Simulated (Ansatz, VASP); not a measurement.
# One calculation of Pb, two programs

Contents of INCAR:

```
SYSTEM = Pb
PREC = Accurate
ENCUT = 520
EDIFF = 1E-6
ISMEAR = -1
SIGMA = 0.1
LREAL = .FALSE.
LASPH = .TRUE.
NELM = 100
ALGO = Normal
ISIF = 2
LWAVE = .FALSE.
LCHARG = .FALSE.
GGA = B5
ALDAX = 1.0
AGGAX = 1.0
AGGAC = 1.0
ALDAC = 0.0
NBANDS = 13
```

Contents of KPOINTS:

```
regular mesh
0
G
  12 12 12
  0 0 0
```

POSCAR

```
Pb
1.0
   -2.0000833445      2.0000833445      2.0000833445
    2.0000833445     -2.0000833445      2.0000833445
    2.0000833445      2.0000833445     -2.0000833445
Pb
1
Direct
    0.0000000000      0.0000000000      0.0000000000
```

Input for Ansatz:

```yaml
crystal:
  lattice:
    - [-2.0000833445, 2.0000833445, 2.0000833445]
    - [2.0000833445, -2.0000833445, 2.0000833445]
    - [2.0000833445, 2.0000833445, -2.0000833445]
  atoms:
    - { symbol: Pb, position: [0.0, 0.0, 0.0] }
hamiltonian:
  xc: blyp
  pseudopotentials:
    kind: paw
    azcp:
      Pb: "pseudopotentials/Pb.paw.azcp"
basis:
  ecutwfc: 420
  fft_grid_basis: typed
kpoints:
  mp_grid: { grid: [12, 12, 12], shift: [0, 0, 0] }
magnetization:
  spin_polarized: false
scf:
  occupations: { method: fermi_dirac, width: 0.1 }
  lower_state_search: "off"
output:
  stress: true
  write_density: true
  write_potential: true
  elf: true
  volumetric_format: npy
```

Alike in both runs: task single point; functional BLYP; k mesh 12 × 12 × 12; occupations fermi-dirac, width 0.1 eV; no spin polarisation.

```csv
,VASP,Ansatz
version,VASP 6.6.1,Ansatz 0.2.0
potentials or method,"VASP PAW PBE potentials, release 64 (Pb_d), cutoff 520 eV","plane waves (420 eV) with PAW, scalar-relativistic"
valence electrons in the cell,14,14
```

```csv
,VASP,Ansatz,Ansatz less VASP
pressure (GPa),3.4,3.3,-0.09
```

VASP's potentials were made for PBE, not for BLYP.

Spin-orbit coupling is off throughout.
